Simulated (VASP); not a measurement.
# TaN (R-3m) in VASP: a series of runs

The runs below take TaN through electric field gradients, with PBEsol.

All numbers are computed with VASP 6.6.1; they aren't measurements. Logs are shortened: lines on timing, memory, paths and dates and some standing lists are left out, and cuts for length are marked.

## (1) The cell of the first run

The structure is trigonal, space group R-3m (No. 166). Conventional cell: a = 3.128 Å, b = 3.128 Å, c = 7.322 Å, α = 90.00°, β = 90.00°, γ = 120.00°. Within 2.9 Å of Ta (site symmetry -3m) lie 6 N at 2.18 Å. Within 2.9 Å of N (site symmetry -3m) lie 6 Ta at 2.18 Å.

## (2) Electric field gradients, PBEsol (equal xy, yz and zx shear strains of -3 %)

Contents of INCAR:

```
PREC = Accurate
ENCUT = 520
EDIFF = 1E-8
ISMEAR = -1
SIGMA = 0.02
LREAL = False
LASPH = True
NELM = 100
ALGO = Normal
ISIF = 2
LWAVE = False
LCHARG = False
GGA = PS
LEFG = True
NBANDS = 15
```

Contents of KPOINTS:

```
regular mesh
0
Gamma
  9 9 9
```

Contents of POSCAR:

```
TaN
1.0
   -0.0653700000      2.1463150000      2.1463150000
    2.1463150000     -0.0653700000      2.1463150000
    2.1463150000      2.1463150000     -0.0653700000
Ta N
1 1
Direct
    0.5000000000      0.5000000000      0.5000000000
    0.0000000000      0.0000000000      0.0000000000
```

Potentials or basis: VASP PAW PBE potentials, release 64 (Ta_pv, N).

The run is started by

```bash
> cat potpaw_PBE.64/Ta_pv/POTCAR potpaw_PBE.64/N/POTCAR > POTCAR
> mpirun -np 1 vasp_std > vasp.out
```

OUTCAR:

```text
PREC = Accurate
   ENCUT = 520
   EDIFF = 1E-8
   ISMEAR = -1
   LREAL = False
   LASPH = True
   NELM = 100
   ISIF = 2
   GGA = PS

 ion  position               nearest neighbor table
   1  0.500  0.500  0.500-   2 2.18   2 2.18   2 2.18   2 2.18   2 2.18   2 2.18
   2  0.000  0.000  0.000-   1 2.18   1 2.18   1 2.18   1 2.18   1 2.18   1 2.18

  LATTYP: Found a trigonal (rhomboedric) cell.
 ALAT       =     3.0360516128
 COS(alpha) =     0.4693254694

  Lattice vectors:

 A1 = (  -0.0653700000,   2.1463150000,   2.1463150000)
 A2 = (   2.1463150000,  -0.0653700000,   2.1463150000)
 A3 = (   2.1463150000,   2.1463150000,  -0.0653700000)

Analysis of symmetry for initial positions (statically):
=====================================================================
 Subroutine PRICEL returns:
 Original cell was already a primitive cell.

 Routine SETGRP: Setting up the symmetry group for a
 trigonal (rhombohedral) supercell.

 Subroutine GETGRP returns: Found 12 space group operations
 (whereof 12 operations were pure point group operations)
 out of a pool of 12 trial point group operations.

The static configuration has the point symmetry D_3d.

Analysis of symmetry for dynamics (positions and initial velocities):
=====================================================================
 Subroutine PRICEL returns:
 Original cell was already a primitive cell.

 Routine SETGRP: Setting up the symmetry group for a
 trigonal (rhombohedral) supercell.

 Subroutine GETGRP returns: Found 12 space group operations
 (whereof 12 operations were pure point group operations)
 out of a pool of 12 trial point group operations.

The dynamic configuration has the point symmetry D_3d.

 Subroutine INISYM returns: Found 12 space group operations
 (whereof 12 operations are pure point group operations),
 and found     1 'primitive' translations

----------------------------------------------------------------------------------------

                                     Primitive cell

  volume of cell :      20.6779

  direct lattice vectors                    reciprocal lattice vectors
    -0.065370000  2.146315000  2.146315000    -0.222576018  0.229567935  0.229567935
     2.146315000 -0.065370000  2.146315000     0.229567935 -0.222576018  0.229567935
     2.146315000  2.146315000 -0.065370000     0.229567935  0.229567935 -0.222576018

  length of vectors
     3.036051613  3.036051613  3.036051613     0.393627943  0.393627943  0.393627943

  position of ions in fractional coordinates (direct lattice)
     0.500000000  0.500000000  0.500000000
     0.000000000  0.000000000  0.000000000

  ion indices of the primitive-cell ions
   primitive index   ion index
                 1           1
                 2           2

----------------------------------------------------------------------------------------

 KPOINTS: regular mesh

Automatic generation of k-mesh.
 Grid dimensions read from file:
 generate k-points for:    9    9    9

 Generating k-lattice:

  Cartesian coordinates                     Fractional coordinates (reciprocal lattice)
    -0.024730669  0.025507548  0.025507548     0.111111111  0.000000000  0.000000000
     0.025507548 -0.024730669  0.025507548     0.000000000  0.111111111  0.000000000
     0.025507548  0.025507548 -0.024730669     0.000000000  0.000000000  0.111111111

  Length of vectors
     0.043736438  0.043736438  0.043736438

  Shift w.r.t. Gamma in fractional coordinates (k-lattice)
     0.000000000  0.000000000  0.000000000

 Subroutine IBZKPT returns following result:
 ===========================================

 Found     85 irreducible k-points:

 Following reciprocal coordinates:
            Coordinates               Weight
  0.000000  0.000000  0.000000      1.000000
  0.111111  0.000000  0.000000      6.000000
  0.222222  0.000000  0.000000      6.000000
  0.333333 -0.000000 -0.000000      6.000000
  0.444444  0.000000  0.000000      6.000000
  0.111111  0.111111  0.000000      6.000000
[... 16 lines left out ...]
 -0.333333  0.333333  0.000000      6.000000
  0.444444  0.444444 -0.000000      6.000000
 [... further k-points ...]
   k-points           NKPTS =     85   k-points in BZ     NKDIM =     85   number of bands    NBANDS=     15
   number of dos      NEDOS =    301   number of ions     NIONS =      2
   total plane-waves  NPLWV =  13824
   dimension x,y,z NGX =    24 NGY =   24 NGZ =   24
   dimension x,y,z NGXF=    48 NGYF=   48 NGZF=   48
   ions per type =               1   1
   NGX,Y,Z   is equivalent  to a cutoff of  13.14, 13.14, 13.14 a.u.
   NGXF,Y,Z  is equivalent  to a cutoff of  26.28, 26.28, 26.28 a.u.
 SYSTEM =  unknown system
   PREC   = accura    normal or accurate (medium, high low for compatibility)
   ISTART =      0    job   : 0-new  1-cont  2-samecut
   ICHARG =      2    charge: 1-file 2-atom 10-const
   ISPIN  =      1    spin polarized calculation?
   LNONCOLLINEAR =      F non collinear calculations
   LSORBIT =      F    spin-orbit coupling
   LASPH  =      T    aspherical Exc in radial PAW
   ENCUT  =  520.0 eV  38.22 Ry    6.18 a.u.   5.65  5.65  5.65*2*pi/ulx,y,z
   NELM   =    100;   NELMIN=  2; NELMDL= -5     # of ELM steps
   EDIFF  = 0.1E-07   stopping-criterion for ELM
   LREAL  =      F    real-space projection
   EDIFFG = 0.1E-06   stopping-criterion for IOM
   NSW    =      0    number of steps for IOM
   IBRION =     -1    ionic relax: 0-MD 1-quasi-New 2-CG
   NFREE  =      0    steps in history (QN), initial steepest desc. (CG)
   ISIF   =      2    stress and relaxation
   ISYM   =      2    0-nonsym 1-usesym 2-fastsym
   POTIM  = 0.5000    time-step for ionic-motion
   TEBEG  =    0.0;   TEEND  =   0.0 temperature during run
   PSTRESS=    0.0 pullay stress
   NELECT =      16.0000    total number of electrons
   NUPDOWN=      -1.0000    fix difference up-down
   EMIN   =  10.00;   EMAX   =-10.00  energy-range for DOS
   EFERMI =   0.00;   METHOD = LEGACY
   ISMEAR =    -1;   SIGMA  =   0.02  broadening in eV -4-tet -1-fermi 0-gaus
   EFERMI_NEDOS =   21; number of points for ismear=-14 and -15
   IALGO  =     38    algorithm
   IMIX   =      4    mixing-type and parameters
     AMIX     =   0.40;   BMIX     =  1.00
     AMIX_MAG =   1.60;   BMIX_MAG =  1.00
  volume/ion in A,a.u.               =      10.34        69.77
  Fermi-wavevector in a.u.,A,eV,Ry     =   1.502956  2.840175 30.733892  2.258877
  Thomas-Fermi vector in A             =   2.614129
   LORBIT       =      0    0 simple, 1 ext, 2 COOP (PROOUT), +10 PAW based schemes
   GGA     = PS    functional components
   LHFCALC =     F    Hartree Fock is set to
   AEXX    =    0.0000 exact exchange contribution
   IVDW    =     0    specifies the selected vdW correction
   LEPSILON=     F    determine dielectric tensor
   LRPA    =     F    only Hartree local field effects (RPA)
 non-spin polarized calculation
  energy-cutoff  :      520.00
  volume of cell :       20.68
 maximum number of plane-waves:       573
   NGX = 11   NGY = 11   NGZ = 11

 number of electron      16.0000002 magnetization

 Free energy of the ion-electron system (eV)
  ---------------------------------------------------
  ext. energy  EPLUGINS =         0.00000000
  ---------------------------------------------------
  free energy    TOTEN  =       -23.19846691 eV

  energy without entropy =      -23.19751675  energy(sigma->0) =      -23.19799183

 E-fermi :   9.5293     XC(G=0): -13.7438

 val. band max:        9.5022772595   @ k =  -0.4444   0.4444   0.3333
 cond. band min:       9.6655426713   @ k =   0.2222   0.2222   0.1111
 fundamental gap:      0.1632654118
 Fermi energy:         9.5293331216

 k-point     1 :       0.0000    0.0000    0.0000
  band No.  band energies     occupation
      1     -25.9842      2.00000
      2     -25.9842      2.00000
      3     -25.8920      2.00000
      4      -9.3423      2.00000
      5       5.7472      2.00000
      6       5.7472      2.00000
      7       5.9983      2.00000
      8       7.2220      2.00000
      9       7.2220      2.00000
     10       7.9530      2.00000
     11       9.7625      0.00002
     12       9.7625      0.00002
     13      11.5510      0.00000
     14      19.1149      0.00000
[... 401 lines left out ...]
      2     -26.3094      2.00000
      3     -26.2126      2.00000
      4      -8.0036      2.00000
      5       2.7431      2.00000
      6       4.0743      2.00000
      7       4.8518      2.00000
      8       5.1178      2.00000
      9      11.7644      0.00000
     10      13.2805      0.00000
     11      13.4050      0.00000
     12      14.3950      0.00000
     13      17.1642      0.00000
     14      19.1207      0.00000
     15      22.1405      0.00000

 [... further k-points ...]

------------------------ aborting loop because EDIFF is reached ----------------------------------------

  FORCE on cell =-STRESS in cart. coord.  units (eV):
  Direction    XX          YY          ZZ          XY          YZ          ZX
  --------------------------------------------------------------------------------------
  -------------------------------------------------------------------------------------
  Total        0.7440735      0.7440735      0.7440735      0.2810237      0.2810237      0.2810237
  in kB       57.6528697     57.6528697     57.6528697     21.7744912     21.7744912     21.7744912
  external PRESSURE =      57.6528697 kB  Pullay stress =       0.0000000 kB

 VOLUME and BASIS-vectors are now :
 -----------------------------------------------------------------------------
  energy-cutoff  :      520.00
  volume of cell :       20.68
      direct lattice vectors                 reciprocal lattice vectors
    -0.065370000  2.146315000  2.146315000    -0.222576018  0.229567935  0.229567935
     2.146315000 -0.065370000  2.146315000     0.229567935 -0.222576018  0.229567935
     2.146315000  2.146315000 -0.065370000     0.229567935  0.229567935 -0.222576018

 POSITION                                       TOTAL-FORCE (eV/Angst)
 -----------------------------------------------------------------------------------
      2.11363      2.11363      2.11363        -0.000000      0.000000     -0.000000
      0.00000      0.00000      0.00000         0.000000     -0.000000      0.000000
 -----------------------------------------------------------------------------------
    total drift:                                0.000000     -0.000000     -0.000000

  FREE ENERGIE OF THE ION-ELECTRON SYSTEM (eV)
  ---------------------------------------------------
  free  energy   TOTEN  =       -23.1984669076 eV

  energy  without entropy=      -23.1975167529  energy(sigma->0) =      -23.19799183

 Electric field gradients (V/A^2)
---------------------------------------------------------------------
 ion       V_xx      V_yy      V_zz      V_xy      V_xz      V_yz
---------------------------------------------------------------------
   1       0.000     0.000    -0.000     2.700     2.700     2.700
   2       0.000     0.000     0.000    -1.168    -1.168    -1.168
---------------------------------------------------------------------

 Electric field gradients after diagonalization (V/A^2)
 (convention: |V_zz| > |V_xx| > |V_yy|)
----------------------------------------------------------------------
 ion       V_xx      V_yy      V_zz     asymmetry (V_yy - V_xx)/ V_zz
----------------------------------------------------------------------
   1      -2.700    -2.700     5.399       0.000
   2       1.168     1.168    -2.336       0.000
----------------------------------------------------------------------

           NMR quadrupolar parameters

 Cq : quadrupolar parameter    Cq=e*Q*V_zz/h
 eta: asymmetry parameters     (V_yy - V_xx)/ V_zz
 Q  : nuclear electric quadrupole moment in mb (millibarn)
----------------------------------------------------------------------
 ion       Cq(MHz)       eta       Q (mb)
----------------------------------------------------------------------
   1       0.013       0.000       1.000
   2      -0.006       0.000       1.000
----------------------------------------------------------------------
```

It used 15 s of CPU time on 1 thread of Intel Xeon 6975P-C, with other jobs on the host.

Results:

| Quantity | Value |
| --- | --- |
| Free energy | -23.1985 eV |
| Pressure | 5.8 GPa |
| Band gap on the k mesh | zero (band 8 reaches 11.39 eV, above the bottom of band 9 at 7.22 eV) |

Levels at points of the mesh, in eV from the Fermi level:
| k point | band 6 | band 7 | band 8 | band 9 | band 10 | band 11 |
| --- | --- | --- | --- | --- | --- | --- |
| (0.00, 0.00, 0.00) | -3.78 | -3.53 | -2.31 | -2.31 | -1.58 | 0.23 |

Electric field gradients, principal values (V/Å²):
```tsv
atom	least	middle	greatest (by size)
1 Ta	-2.700	-2.700	5.399
2 N	1.168	1.168	-2.336
```

Caveat: the cell differs from its parent crystal (equal xy, yz and zx shear strains of -3 %); without QUAD_EFG the Cq values of the log hold for a quadrupole moment of 1 mb, not for the nuclei; the PAW data sets were made with another functional, which shifts forces and pressure a little; spin-orbit coupling is left out, which moves the levels of the heavy elements.

(Part 1 of 2 ends here.)
